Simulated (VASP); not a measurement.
# H (Cmcm) in VASP: notebook

H is run at these levels: LDA; tasks: single point.

Everything below comes from runs of VASP 6.6.1. Logs are shortened: lines on timing, memory, paths and dates and some standing lists are left out, and cuts for length are marked.

### Step 1. The cell of the first run

The structure is orthorhombic, space group Cmcm (No. 63). The conventional cell has a = 3.215 Å, b = 5.327 Å, c = 5.998 Å, α = 90.00°, β = 90.00°, γ = 90.00°. H (site symmetry m) has 1 H at 0.72 Å within 1.0 Å.

### Step 2. Single point, LDA (strain -0.025 along x and y, -0.050 along z)

INCAR reads:

```
SYSTEM = H
  PREC = Accurate
  ENCUT = 520
  EDIFF = 1E-6
  ISMEAR = 0
  SIGMA = 0.05
  LREAL = .False.
  LASPH = .True.
  NELM = 100
  ALGO = Normal
  ISIF = 2
  LWAVE = .False.
  LCHARG = .False.
  NBANDS = 10
```

KPOINTS reads:

```
Automatic mesh
0
Gamma
  8 8 4
  0 0 0
```

POSCAR reads:

```
H
1.0
    1.6073185635     -2.6633960242      0.0000000000
    1.6073185635      2.6633960242      0.0000000000
    0.0000000000      0.0000000000      5.9980801890
H
4
Direct
    0.5678085000      0.4321915000      0.9995149500
    0.4321915000      0.5678085000      0.0004850500
    0.4321915000      0.5678085000      0.4995149500
    0.5678085000      0.4321915000      0.5004850500
```

Potentials or basis: VASP PAW LDA potentials, release 64 (H).

Run with:

```bash
$ cat potpaw_LDA.64/H/POTCAR > POTCAR
$ mpirun -np 1 vasp_std > vasp.out
```

OUTCAR:

```text
SYSTEM = H
   PREC = Accurate
   ENCUT = 520
   EDIFF = 1E-6
   ISMEAR = 0
   LREAL = .False.
   LASPH = .True.
   NELM = 100
   ISIF = 2

 ion  position               nearest neighbor table
   1  0.568  0.432  1.000-   2 0.72
   2  0.432  0.568  0.000-   1 0.72
   3  0.432  0.568  0.500-   4 0.72
   4  0.568  0.432  0.500-   3 0.72

  LATTYP: Found a base centered orthorhombic cell.
 ALAT       =     3.2146371270
 B/A-ratio  =     1.6570430310
 C/A-ratio  =     1.8658654001

  Lattice vectors:

 A1 = (   1.6073185635,  -2.6633960242,   0.0000000000)
 A2 = (   1.6073185635,   2.6633960242,   0.0000000000)
 A3 = (   0.0000000000,   0.0000000000,   5.9980801890)

Analysis of symmetry for initial positions (statically):
=====================================================================
 Subroutine PRICEL returns:
 Original cell was already a primitive cell.

 Routine SETGRP: Setting up the symmetry group for a
 base centered orthorhombic supercell.

 Subroutine GETGRP returns: Found  8 space group operations
 (whereof  4 operations were pure point group operations)
 out of a pool of  8 trial point group operations.

The static configuration has the point symmetry C_2h.
 The point group associated with its full space group is D_2h.

Analysis of symmetry for dynamics (positions and initial velocities):
=====================================================================
 Subroutine PRICEL returns:
 Original cell was already a primitive cell.

 Routine SETGRP: Setting up the symmetry group for a
 base centered orthorhombic supercell.

 Subroutine GETGRP returns: Found  8 space group operations
 (whereof  4 operations were pure point group operations)
 out of a pool of  8 trial point group operations.

The dynamic configuration has the point symmetry C_2h.
 The point group associated with its full space group is D_2h.

 Subroutine INISYM returns: Found  8 space group operations
 (whereof  4 operations are pure point group operations),
 and found     1 'primitive' translations

----------------------------------------------------------------------------------------

                                     Primitive cell

  volume of cell :      51.3547

  direct lattice vectors                    reciprocal lattice vectors
     1.607318564 -2.663396024  0.000000000     0.311077102 -0.187730249  0.000000000
     1.607318564  2.663396024  0.000000000     0.311077102  0.187730249  0.000000000
     0.000000000  0.000000000  5.998080189     0.000000000  0.000000000  0.166720012

  length of vectors
     3.110812008  3.110812008  5.998080189     0.363334019  0.363334019  0.166720012

  position of ions in fractional coordinates (direct lattice)
     0.567808500  0.432191500  0.999514950
     0.432191500  0.567808500  0.000485050
     0.432191500  0.567808500  0.499514950
     0.567808500  0.432191500  0.500485050

  ion indices of the primitive-cell ions
   primitive index   ion index
                 1           1
                 2           2
                 3           3
                 4           4

----------------------------------------------------------------------------------------

 KPOINTS: Automatic mesh

Automatic generation of k-mesh.
 Grid dimensions read from file:
 generate k-points for:    8    8    4

 Generating k-lattice:

  Cartesian coordinates                     Fractional coordinates (reciprocal lattice)
     0.038884638 -0.023466281  0.000000000     0.125000000 -0.000000000  0.000000000
     0.038884638  0.023466281  0.000000000    -0.000000000  0.125000000  0.000000000
     0.000000000  0.000000000  0.041680003     0.000000000  0.000000000  0.250000000

  Length of vectors
     0.045416752  0.045416752  0.041680003

  Shift w.r.t. Gamma in fractional coordinates (k-lattice)
     0.000000000  0.000000000  0.000000000

 Subroutine IBZKPT returns following result:
 ===========================================

 Found     63 irreducible k-points:

 Following reciprocal coordinates:
            Coordinates               Weight
  0.000000  0.000000  0.000000      1.000000
  0.125000  0.000000  0.000000      4.000000
  0.250000  0.000000  0.000000      4.000000
  0.375000  0.000000  0.000000      4.000000
  0.500000  0.000000  0.000000      2.000000
  0.125000  0.125000  0.000000      2.000000
[... 16 lines left out ...]
  0.125000  0.000000  0.250000      8.000000
  0.250000  0.000000  0.250000      8.000000
 [... further k-points ...]
   k-points           NKPTS =     63   k-points in BZ     NKDIM =     63   number of bands    NBANDS=     10
   number of dos      NEDOS =    301   number of ions     NIONS =      4
   total plane-waves  NPLWV =  27648
   dimension x,y,z NGX =    24 NGY =   24 NGZ =   48
   dimension x,y,z NGXF=    48 NGYF=   48 NGZF=   96
   ions per type =               4
   NGX,Y,Z   is equivalent  to a cutoff of  12.83, 12.83, 13.30 a.u.
   NGXF,Y,Z  is equivalent  to a cutoff of  25.65, 25.65, 26.61 a.u.
 SYSTEM =  H
   PREC   = accura    normal or accurate (medium, high low for compatibility)
   ISTART =      0    job   : 0-new  1-cont  2-samecut
   ICHARG =      2    charge: 1-file 2-atom 10-const
   ISPIN  =      1    spin polarized calculation?
   LNONCOLLINEAR =      F non collinear calculations
   LSORBIT =      F    spin-orbit coupling
   LASPH  =      T    aspherical Exc in radial PAW
   ENCUT  =  520.0 eV  38.22 Ry    6.18 a.u.   5.78  5.78 11.15*2*pi/ulx,y,z
   NELM   =    100;   NELMIN=  2; NELMDL= -5     # of ELM steps
   EDIFF  = 0.1E-05   stopping-criterion for ELM
   LREAL  =      F    real-space projection
   EDIFFG = 0.1E-04   stopping-criterion for IOM
   NSW    =      0    number of steps for IOM
   IBRION =     -1    ionic relax: 0-MD 1-quasi-New 2-CG
   NFREE  =      0    steps in history (QN), initial steepest desc. (CG)
   ISIF   =      2    stress and relaxation
   ISYM   =      2    0-nonsym 1-usesym 2-fastsym
   POTIM  = 0.5000    time-step for ionic-motion
   TEBEG  =    0.0;   TEEND  =   0.0 temperature during run
   PSTRESS=    0.0 pullay stress
   NELECT =       4.0000    total number of electrons
   NUPDOWN=      -1.0000    fix difference up-down
   EMIN   =  10.00;   EMAX   =-10.00  energy-range for DOS
   EFERMI =   0.00;   METHOD = LEGACY
   ISMEAR =     0;   SIGMA  =   0.05  broadening in eV -4-tet -1-fermi 0-gaus
   EFERMI_NEDOS =   21; number of points for ismear=-14 and -15
   IALGO  =     38    algorithm
   IMIX   =      4    mixing-type and parameters
     AMIX     =   0.40;   BMIX     =  1.00
     AMIX_MAG =   1.60;   BMIX_MAG =  1.00
  volume/ion in A,a.u.               =      12.84        86.64
  Fermi-wavevector in a.u.,A,eV,Ry     =   0.699146  1.321195  6.650607  0.488806
  Thomas-Fermi vector in A             =   1.782945
   LORBIT       =      0    0 simple, 1 ext, 2 COOP (PROOUT), +10 PAW based schemes
   GGA     = CA    functional components
   LHFCALC =     F    Hartree Fock is set to
   AEXX    =    0.0000 exact exchange contribution
   IVDW    =     0    specifies the selected vdW correction
   LEPSILON=     F    determine dielectric tensor
   LRPA    =     F    only Hartree local field effects (RPA)
 non-spin polarized calculation
 Gauss-broadening in eV      SIGMA  =   0.05
  energy-cutoff  :      520.00
  volume of cell :       51.35
 maximum number of plane-waves:      1398
   NGX = 11   NGY = 11   NGZ = 23

 number of electron       4.0000001 magnetization

 Free energy of the ion-electron system (eV)
  ---------------------------------------------------
  ext. energy  EPLUGINS =         0.00000000
  ---------------------------------------------------
  free energy    TOTEN  =       -13.45362750 eV

  energy without entropy =      -13.45362750  energy(sigma->0) =      -13.45362750

 E-fermi :  -8.0869     XC(G=0):  -5.5696

 val. band max:       -8.3042488784   @ k =   0.3750   0.3750   0.0000
 cond. band min:      -0.5768597698   @ k =   0.5000   0.5000   0.0000
 fundamental gap:      7.7273891086
 Fermi energy:        -8.0869077194

 k-point     1 :       0.0000    0.0000    0.0000
  band No.  band energies     occupation
      1     -10.6669      2.00000
      2      -9.7025      2.00000
      3       0.4056      0.00000
      4       4.0388      0.00000
      5       8.8664      0.00000
      6       8.8924      0.00000
      7       9.9837      0.00000
      8      10.9468      0.00000
      9      13.2212      0.00000
     10      13.4010      0.00000

 k-point     2 :       0.1250    0.0000    0.0000
  band No.  band energies     occupation
      1     -10.5002      2.00000
      2      -9.5638      2.00000
      3       0.7089      0.00000
      4       3.5753      0.00000
      5       7.3391      0.00000
      6       8.3105      0.00000
      7      10.3420      0.00000
      8      11.2343      0.00000
      9      11.4448      0.00000
     10      13.4324      0.00000

 k-point     3 :       0.2500    0.0000    0.0000
  band No.  band energies     occupation
      1     -10.0568      2.00000
      2      -9.2025      2.00000
      3       1.6129      0.00000
      4       2.2836      0.00000
      5       5.2084      0.00000
      6       7.5893      0.00000
      7       9.6948      0.00000
      8      10.1050      0.00000
      9      11.6144      0.00000
     10      12.0799      0.00000

 k-point     4 :       0.3750    0.0000    0.0000
  band No.  band energies     occupation
      1      -9.5348      2.00000
      2      -8.7933      2.00000
      3       0.8846      0.00000
      4       3.0806      0.00000
      5       3.5824      0.00000
      6       7.3577      0.00000
      7       8.3280      0.00000
      8       8.3796      0.00000
      9       9.7750      0.00000
     10      12.0358      0.00000
[... 222 lines left out ...]
 k-point    22 :       0.0000    0.0000    0.2500
  band No.  band energies     occupation
      1     -10.5452      2.00000
      2      -9.8679      2.00000
      3       0.9223      0.00000
      4       3.5214      0.00000
      5       8.7979      0.00000
      6       9.0276      0.00000
      7       9.6045      0.00000
      8       9.7969      0.00000
      9      13.4444      0.00000
     10      14.9886      0.00000

 k-point    23 :       0.1250    0.0000    0.2500
  band No.  band energies     occupation
      1     -10.3814      2.00000
      2      -9.7235      2.00000
      3       1.1910      0.00000
      4       3.2879      0.00000
      5       7.2423      0.00000
      6       7.9326      0.00000
      7       9.7472      0.00000
      8      10.1248      0.00000
      9      12.4910      0.00000
     10      14.1731      0.00000

 k-point    24 :       0.2500    0.0000    0.2500
  band No.  band energies     occupation
      1      -9.9468      2.00000
      2      -9.3455      2.00000
      3       1.9319      0.00000
      4       2.3512      0.00000
      5       5.1742      0.00000
      6       7.0773      0.00000
      7       9.2548      0.00000
      8       9.8112      0.00000
      9      10.9871      0.00000
     10      11.7626      0.00000

 [... further k-points ...]
[... 5 lines left out ...]
  --------------------------------------------------------------------------------------
  -------------------------------------------------------------------------------------
  Total       -0.2060118      2.2043894     -0.1280663      0.0000000      0.0000000      0.0000000
  in kB       -6.4272123     68.7731501     -3.9954471      0.0000000      0.0000000      0.0000000
  external PRESSURE =      19.4501636 kB  Pullay stress =       0.0000000 kB

 VOLUME and BASIS-vectors are now :
 -----------------------------------------------------------------------------
  energy-cutoff  :      520.00
  volume of cell :       51.35
      direct lattice vectors                 reciprocal lattice vectors
     1.607318564 -2.663396024  0.000000000     0.311077102 -0.187730249  0.000000000
     1.607318564  2.663396024  0.000000000     0.311077102  0.187730249  0.000000000
     0.000000000  0.000000000  5.998080189     0.000000000  0.000000000  0.166720012

 POSITION                                       TOTAL-FORCE (eV/Angst)
 -----------------------------------------------------------------------------------
      1.60732     -0.36120      5.99517         0.000000     -1.722422     -0.014082
      1.60732      0.36120      0.00291         0.000000      1.722422      0.014082
      1.60732      0.36120      2.99613         0.000000      1.722422     -0.014082
      1.60732     -0.36120      3.00195         0.000000     -1.722422      0.014082
 -----------------------------------------------------------------------------------
    total drift:                                0.000000      0.000000      0.000000

  FREE ENERGIE OF THE ION-ELECTRON SYSTEM (eV)
  ---------------------------------------------------
  free  energy   TOTEN  =       -13.4536274998 eV

  energy  without entropy=      -13.4536274998  energy(sigma->0) =      -13.45362750
```

It took 11 s on 1 thread of Intel Xeon 6975P-C (Granite Rapids), shared host; peak memory 0.14 GiB.

What came out:

| Item | Value |
| --- | --- |
| Free energy | -13.4536 eV |
| Pressure | 1.9 GPa |
| Largest force | 1.722 eV/Å |
| Band gap on the k mesh | 7.73 eV |

Forces in eV/Å, atoms in the order of the input:
```
H    0.000 -1.722 -0.014
H    0.000  1.722  0.014
H    0.000  1.722 -0.014
H    0.000 -1.722  0.014
```

Levels at points of the mesh, in eV from the valence-band top:
| k point | band 1 | band 2 | band 3 | band 4 | band 5 |
| --- | --- | --- | --- | --- | --- |
| (0.00, 0.00, 0.00) | -2.36 | -1.40 | 8.71 | 12.34 | 17.17 |
| (0.50, 0.00, 0.00) | -0.98 | -0.30 | 8.59 | 11.27 | 12.80 |
| (0.50, 0.50, 0.00) | -0.66 | -0.01 | 7.73 | 10.01 | 13.35 |
| (0.00, 0.00, 0.50) | -1.92 | -1.92 | 10.51 | 10.51 | 17.14 |
| (0.50, 0.00, 0.50) | -0.66 | -0.66 | 9.52 | 9.52 | 14.50 |
| (0.50, 0.50, 0.50) | -0.35 | -0.35 | 8.58 | 8.58 | 14.71 |

Caveat: the cell differs from its parent crystal (strain -0.025 along x and y, -0.050 along z); forces of over 1 eV/Å act on the atoms, so gaps and moduli don't describe the material at rest. A k mesh can miss the band edges.

[end of part 1 of 2]
